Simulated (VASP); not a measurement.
# La2O3 (P-3m1) in VASP: further runs

The runs below take La2O3 through single point, with PBEsol, PBEsol+U, PBE.

Everything below comes from runs of VASP 6.6.1. Logs are shortened: lines on timing, memory, paths and dates and some standing lists are left out, and cuts for length are marked.

### Step 1. The cell of the first run

Symmetry: P-3m1, No. 164, trigonal system. Conventional cell: a = 3.906 Å, b = 3.906 Å, c = 6.041 Å, α = 90.00°, β = 90.00°, γ = 120.00°. Within 3.1 Å of La (site symmetry 3m) lie 7 O at 2.35 to 2.70 Å. Within 3.6 Å of O (site symmetry -3m) lie 6 La at 2.70 Å and 6 O at 3.11 Å. Within 3.2 Å of O (site symmetry 3m) lie 4 La at 2.35 to 2.42 Å and 6 O at 2.86 to 3.11 Å.

### Step 2. Single point, PBEsol

INCAR reads:

```
SYSTEM = La2O3
ALGO = Normal ; EDIFF = 1E-7
ENCUT = 520 ; GGA = PS
ISIF = 2 ; ISMEAR = -1
LASPH = .True. ; LCHARG = .False.
LREAL = .False. ; LWAVE = .False.
NBANDS = 28 ; NELM = 80
PREC = Accurate ; SIGMA = 0.05
```

KPOINTS reads:

```
k-points
0
Gamma
  8 8 5
  0 0 0
```

POSCAR reads:

```
La2O3
1.0
    3.9058643701      0.0000000000      0.0000000000
   -1.9529321850      3.3825777682      0.0000000000
    0.0000000000      0.0000000000      6.0413197182
La O
2 3
Direct
    0.3333333333      0.6666666667      0.2453969471
    0.6666666667      0.3333333333      0.7546030529
    0.0000000000      0.0000000000      0.0000000000
    0.3333333333      0.6666666667      0.6459721072
    0.6666666667      0.3333333333      0.3540278928
```

Potentials or basis: VASP PAW PBE potentials, release 64 (La, O).

Started as:

```console
> cat potpaw_PBE.64/La/POTCAR potpaw_PBE.64/O/POTCAR > POTCAR
> mpirun -np 1 vasp_std > vasp.out
```

OUTCAR:

```text
SYSTEM = La2O3
   EDIFF = 1E-7
   ENCUT = 520
   GGA = PS
   ISIF = 2
   ISMEAR = -1
   LASPH = .True.
   LREAL = .False.
   NELM = 80
   PREC = Accurate

 ion  position               nearest neighbor table
   1  0.333  0.667  0.245-   5 2.35   5 2.35   5 2.35   4 2.42   3 2.70   3 2.70   3 2.70
   2  0.667  0.333  0.755-   4 2.35   4 2.35   4 2.35   5 2.42   3 2.70   3 2.70   3 2.70
   3  0.000  0.000  0.000-   1 2.70   2 2.70   1 2.70   2 2.70   2 2.70   1 2.70
   4  0.333  0.667  0.646-   2 2.35   2 2.35   2 2.35   1 2.42
   5  0.667  0.333  0.354-   1 2.35   1 2.35   1 2.35   2 2.42

  LATTYP: Found a hexagonal cell.
 ALAT       =     3.9058643701
 C/A-ratio  =     1.5467305430

  Lattice vectors:

 A1 = (   3.9058643701,   0.0000000000,   0.0000000000)
 A2 = (  -1.9529321850,   3.3825777682,   0.0000000000)
 A3 = (   0.0000000000,   0.0000000000,   6.0413197182)

Analysis of symmetry for initial positions (statically):
=====================================================================
 Subroutine PRICEL returns:
 Original cell was already a primitive cell.

 Routine SETGRP: Setting up the symmetry group for a
 hexagonal supercell.

 Subroutine GETGRP returns: Found 12 space group operations
 (whereof 12 operations were pure point group operations)
 out of a pool of 24 trial point group operations.

The static configuration has the point symmetry D_3d.

Analysis of symmetry for dynamics (positions and initial velocities):
=====================================================================
 Subroutine PRICEL returns:
 Original cell was already a primitive cell.

 Routine SETGRP: Setting up the symmetry group for a
 hexagonal supercell.

 Subroutine GETGRP returns: Found 12 space group operations
 (whereof 12 operations were pure point group operations)
 out of a pool of 24 trial point group operations.

The dynamic configuration has the point symmetry D_3d.

 Subroutine INISYM returns: Found 12 space group operations
 (whereof 12 operations are pure point group operations),
 and found     1 'primitive' translations

----------------------------------------------------------------------------------------

                                     Primitive cell

  volume of cell :      79.8173

  direct lattice vectors                    reciprocal lattice vectors
     3.905864370  0.000000000  0.000000000     0.256025275  0.147816262  0.000000000
    -1.952932185  3.382577768  0.000000000     0.000000000  0.295632523  0.000000000
     0.000000000  0.000000000  6.041319718     0.000000000  0.000000000  0.165526747

  length of vectors
     3.905864370  3.905864370  6.041319718     0.295632523  0.295632523  0.165526747

  position of ions in fractional coordinates (direct lattice)
     0.333333333  0.666666667  0.245396947
     0.666666667  0.333333333  0.754603053
     0.000000000  0.000000000  0.000000000
     0.333333333  0.666666667  0.645972107
     0.666666667  0.333333333  0.354027893

  ion indices of the primitive-cell ions
   primitive index   ion index
                 1           1
                 2           2
                 3           3
                 4           4
                 5           5

----------------------------------------------------------------------------------------

 KPOINTS: k-points

Automatic generation of k-mesh.
 Grid dimensions read from file:
 generate k-points for:    8    8    5

 Generating k-lattice:

  Cartesian coordinates                     Fractional coordinates (reciprocal lattice)
     0.032003159  0.018477033  0.000000000     0.125000000  0.000000000  0.000000000
     0.000000000  0.036954065  0.000000000     0.000000000  0.125000000  0.000000000
     0.000000000  0.000000000  0.033105349     0.000000000  0.000000000  0.200000000

  Length of vectors
     0.036954065  0.036954065  0.033105349

  Shift w.r.t. Gamma in fractional coordinates (k-lattice)
     0.000000000  0.000000000  0.000000000

 Subroutine IBZKPT returns following result:
 ===========================================

 Found     40 irreducible k-points:

 Following reciprocal coordinates:
            Coordinates               Weight
  0.000000  0.000000  0.000000      1.000000
  0.125000  0.000000  0.000000      6.000000
  0.250000  0.000000  0.000000      6.000000
  0.375000  0.000000  0.000000      6.000000
  0.500000  0.000000  0.000000      3.000000
  0.125000  0.125000  0.000000      6.000000
[... 16 lines left out ...]
 -0.125000  0.500000  0.200000     12.000000
  0.250000  0.250000  0.200000     12.000000
 [... further k-points ...]
   k-points           NKPTS =     40   k-points in BZ     NKDIM =     40   number of bands    NBANDS=     28
   number of dos      NEDOS =    301   number of ions     NIONS =      5
   total plane-waves  NPLWV =  43200
   dimension x,y,z NGX =    30 NGY =   30 NGZ =   48
   dimension x,y,z NGXF=    60 NGYF=   60 NGZF=   96
   ions per type =               2   3
   NGX,Y,Z   is equivalent  to a cutoff of  12.77, 12.77, 13.21 a.u.
   NGXF,Y,Z  is equivalent  to a cutoff of  25.54, 25.54, 26.42 a.u.
 SYSTEM =  La2O3
   PREC   = accura    normal or accurate (medium, high low for compatibility)
   ISTART =      0    job   : 0-new  1-cont  2-samecut
   ICHARG =      2    charge: 1-file 2-atom 10-const
   ISPIN  =      1    spin polarized calculation?
   LNONCOLLINEAR =      F non collinear calculations
   LSORBIT =      F    spin-orbit coupling
   LASPH  =      T    aspherical Exc in radial PAW
   ENCUT  =  520.0 eV  38.22 Ry    6.18 a.u.   7.26  7.26 11.23*2*pi/ulx,y,z
   NELM   =     80;   NELMIN=  2; NELMDL= -5     # of ELM steps
   EDIFF  = 0.1E-06   stopping-criterion for ELM
   LREAL  =      F    real-space projection
   EDIFFG = 0.1E-05   stopping-criterion for IOM
   NSW    =      0    number of steps for IOM
   IBRION =     -1    ionic relax: 0-MD 1-quasi-New 2-CG
   NFREE  =      0    steps in history (QN), initial steepest desc. (CG)
   ISIF   =      2    stress and relaxation
   ISYM   =      2    0-nonsym 1-usesym 2-fastsym
   POTIM  = 0.5000    time-step for ionic-motion
   TEBEG  =    0.0;   TEEND  =   0.0 temperature during run
   PSTRESS=    0.0 pullay stress
   NELECT =      40.0000    total number of electrons
   NUPDOWN=      -1.0000    fix difference up-down
   EMIN   =  10.00;   EMAX   =-10.00  energy-range for DOS
   EFERMI =   0.00;   METHOD = LEGACY
   ISMEAR =    -1;   SIGMA  =   0.05  broadening in eV -4-tet -1-fermi 0-gaus
   EFERMI_NEDOS =   21; number of points for ismear=-14 and -15
   IALGO  =     38    algorithm
   IMIX   =      4    mixing-type and parameters
     AMIX     =   0.40;   BMIX     =  1.00
     AMIX_MAG =   1.60;   BMIX_MAG =  1.00
  volume/ion in A,a.u.               =      15.96       107.73
  Fermi-wavevector in a.u.,A,eV,Ry     =   1.300357  2.457318 23.006474  1.690928
  Thomas-Fermi vector in A             =   2.431561
   LORBIT       =      0    0 simple, 1 ext, 2 COOP (PROOUT), +10 PAW based schemes
   GGA     = PS    functional components
   LHFCALC =     F    Hartree Fock is set to
   AEXX    =    0.0000 exact exchange contribution
   IVDW    =     0    specifies the selected vdW correction
   LEPSILON=     F    determine dielectric tensor
   LRPA    =     F    only Hartree local field effects (RPA)
 non-spin polarized calculation
  energy-cutoff  :      520.00
  volume of cell :       79.82
 maximum number of plane-waves:      2189
 NGX is ok and might be reduce to    30
   NGX = 15   NGY = 15   NGZ = 23

 number of electron      39.9999995 magnetization

 Free energy of the ion-electron system (eV)
  ---------------------------------------------------
  ext. energy  EPLUGINS =         0.00000000
  ---------------------------------------------------
  free energy    TOTEN  =       -43.70947269 eV

  energy without entropy =      -43.70947269  energy(sigma->0) =      -43.70947269

 E-fermi :   7.1484     XC(G=0): -10.8448

 val. band max:        6.0439879716   @ k =   0.2500   0.2500   0.4000
 cond. band min:       9.8866168171   @ k =   0.5000   0.0000   0.0000
 fundamental gap:      3.8426288455
 Fermi energy:         7.1483936101

 k-point     1 :       0.0000    0.0000    0.0000
  band No.  band energies     occupation
      1     -23.6279      2.00000
      2     -23.3447      2.00000
      3     -10.9141      2.00000
      4      -9.5832      2.00000
      5      -9.1447      2.00000
      6      -7.0936      2.00000
[... 20 lines left out ...]
     27      11.6335      0.00000
     28      11.8647      0.00000

 k-point     2 :       0.1250    0.0000    0.0000
  band No.  band energies     occupation
      1     -23.5977      2.00000
      2     -23.3327      2.00000
      3     -10.9058      2.00000
      4      -9.8840      2.00000
      5      -9.3709      2.00000
      6      -7.1635      2.00000
[... 20 lines left out ...]
     27      11.7394      0.00000
     28      11.8776      0.00000

 k-point     3 :       0.2500    0.0000    0.0000
  band No.  band energies     occupation
      1     -23.5200      2.00000
      2     -23.3071      2.00000
      3     -10.9747      2.00000
      4     -10.4780      2.00000
      5      -9.5935      2.00000
      6      -7.3140      2.00000
[... 20 lines left out ...]
     27      11.7455      0.00000
     28      11.8032      0.00000

 k-point     4 :       0.3750    0.0000    0.0000
  band No.  band energies     occupation
      1     -23.4304      2.00000
      2     -23.2911      2.00000
      3     -11.1533      2.00000
      4     -10.9817      2.00000
      5      -9.4713      2.00000
      6      -7.5111      2.00000
[... 578 lines left out ...]
     27      11.6665      0.00000
     28      11.6796      0.00000

 k-point    23 :      -0.1250    0.5000    0.2000
  band No.  band energies     occupation
      1     -23.3768      2.00000
      2     -23.3002      2.00000
      3     -11.2780      2.00000
      4     -11.1469      2.00000
      5      -9.4029      2.00000
      6      -7.6309      2.00000
[... 20 lines left out ...]
     27      11.6747      0.00000
     28      11.6892      0.00000

 k-point    24 :       0.2500    0.2500    0.2000
  band No.  band energies     occupation
      1     -23.3773      2.00000
      2     -23.2999      2.00000
      3     -11.2408      2.00000
      4     -11.0858      2.00000
      5      -9.6329      2.00000
      6      -7.5802      2.00000
[... 20 lines left out ...]
     27      11.6521      0.00000
     28      11.7276      0.00000

 [... further k-points ...]

------------------------ aborting loop because EDIFF is reached ----------------------------------------

  FORCE on cell =-STRESS in cart. coord.  units (eV):
  Direction    XX          YY          ZZ          XY          YZ          ZX
  --------------------------------------------------------------------------------------
  -------------------------------------------------------------------------------------
  Total       -0.0948850     -0.0948850     -0.0882813     -0.0000000     -0.0000000     -0.0000000
  in kB       -1.9046340     -1.9046340     -1.7720772     -0.0000000     -0.0000000     -0.0000000
  external PRESSURE =      -1.8604484 kB  Pullay stress =       0.0000000 kB

 VOLUME and BASIS-vectors are now :
 -----------------------------------------------------------------------------
  energy-cutoff  :      520.00
  volume of cell :       79.82
      direct lattice vectors                 reciprocal lattice vectors
     3.905864370  0.000000000  0.000000000     0.256025275  0.147816262  0.000000000
    -1.952932185  3.382577768  0.000000000     0.000000000  0.295632523  0.000000000
     0.000000000  0.000000000  6.041319718     0.000000000  0.000000000  0.165526747

 POSITION                                       TOTAL-FORCE (eV/Angst)
 -----------------------------------------------------------------------------------
     -0.00000      2.25505      1.48252         0.000000     -0.000000      0.006880
      1.95293      1.12753      4.55880        -0.000000      0.000000     -0.006880
      0.00000      0.00000      0.00000         0.000000      0.000000      0.000000
     -0.00000      2.25505      3.90252         0.000000     -0.000000      0.002557
      1.95293      1.12753      2.13880        -0.000000      0.000000     -0.002557
 -----------------------------------------------------------------------------------
    total drift:                               -0.000000      0.000000      0.000000

  FREE ENERGIE OF THE ION-ELECTRON SYSTEM (eV)
  ---------------------------------------------------
  free  energy   TOTEN  =       -43.7094726946 eV

  energy  without entropy=      -43.7094726945  energy(sigma->0) =      -43.70947269
```

It took 2.9 min on 1 thread of Intel Xeon 8259CL, shared host; peak memory 0.25 GiB.

What came out:

```
Free energy            : -43.7095 eV
Pressure               : -0.2 GPa
Largest force          : 0.007 eV/Å
Band gap on the k mesh : 3.84 eV (least direct gap 3.97 eV)
```

Forces in eV/Å, atoms in the order of the input:
```
La   0.000  0.000  0.007
La   0.000  0.000 -0.007
O    0.000  0.000  0.000
O    0.000  0.000  0.003
O    0.000  0.000 -0.003
```

Caveat: the PAW data sets were made with another functional, which shifts forces and pressure a little; spin-orbit coupling is left out, which moves the levels of the heavy elements.

### Step 3. Single point, PBEsol+U

This run uses another cell than the first one, of 16.36 Å³/atom.

INCAR reads:

```
ALGO = Normal ; EDIFF = 1E-6
ENCUT = 520 ; GGA = PS
ISIF = 2 ; ISMEAR = -1
LASPH = T ; LCHARG = F
LDAU = T ; LDAUJ = 0 0
LDAUL = 3 -1 ; LDAUPRINT = 1
LDAUTYPE = 2 ; LDAUU = 3 0
LMAXMIX = 6 ; LREAL = F
LWAVE = F ; NBANDS = 28
NELM = 150 ; PREC = Accurate
SIGMA = 0.05
```

KPOINTS reads:

```
k-points
0
Gamma
  8 8 5
```

POSCAR reads:

```
La2O3
1.0
    3.9307778780      0.0000000000      0.0000000000
   -1.9653889390      3.4041534990      0.0000000000
    0.0000000000      0.0000000000      6.1119535200
La O
2 3
Direct
    0.3333333333      0.6666666667      0.2462356800
    0.6666666667      0.3333333333      0.7537643200
    0.0000000000      0.0000000000      0.0000000000
    0.3333333333      0.6666666667      0.6458906500
    0.6666666667      0.3333333333      0.3541093500
```

Potentials or basis: VASP PAW PBE potentials, release 64 (La, O).

Started as:

```console
> cat potpaw_PBE.64/La/POTCAR potpaw_PBE.64/O/POTCAR > POTCAR
> mpirun -np 1 vasp_std > vasp.out
```

Run time: 2.4 min. Hardware: 1 thread of Intel Xeon 8259CL, shared host; peak memory 0.25 GiB.

It converged, with:

```
Free energy            : -43.0463 eV
Pressure               : -0.8 GPa
Largest force          : 0.028 eV/Å
Band gap on the k mesh : 3.85 eV (least direct gap 3.99 eV)
```

Forces on the atoms (eV/Å):
```
La   0.000  0.000 -0.005
La   0.000  0.000  0.005
O    0.000  0.000  0.000
O    0.000  0.000 -0.028
O    0.000  0.000  0.028
```

Stress tensor (GPa, compression positive):
```
-0.73  0.00  0.00
 0.00 -0.73  0.00
 0.00  0.00 -0.94
```

Levels at points of the mesh, in eV from the valence-band top:
| k point | band 18 | band 19 | band 20 | band 21 | band 22 | band 23 |
| --- | --- | --- | --- | --- | --- | --- |
| (0.00, 0.00, 0.00) | -0.32 | -0.32 | -0.05 | 4.51 | 4.69 | 4.69 |
| (0.50, 0.00, 0.00) | -0.61 | -0.39 | -0.24 | 3.91 | 5.36 | 5.57 |

Eigenvalues of the final occupation matrices:
| site | spin | trace | eigenvalues |
| --- | --- | --- | --- |
| site 1 f | 1 | 0.10 | 0.01 0.01 0.01 0.01 0.01 0.01 0.03 |
| site 1 f | 2 | 0.10 | 0.01 0.01 0.01 0.01 0.01 0.01 0.03 |
| site 2 f | 1 | 0.10 | 0.01 0.01 0.01 0.01 0.01 0.01 0.03 |
| site 2 f | 2 | 0.10 | 0.01 0.01 0.01 0.01 0.01 0.01 0.03 |

Caveat: the PAW data sets were made with another functional, which shifts forces and pressure a little; spin-orbit coupling is left out, which moves the levels of the heavy elements.

(Continued in part 2 of 2.)
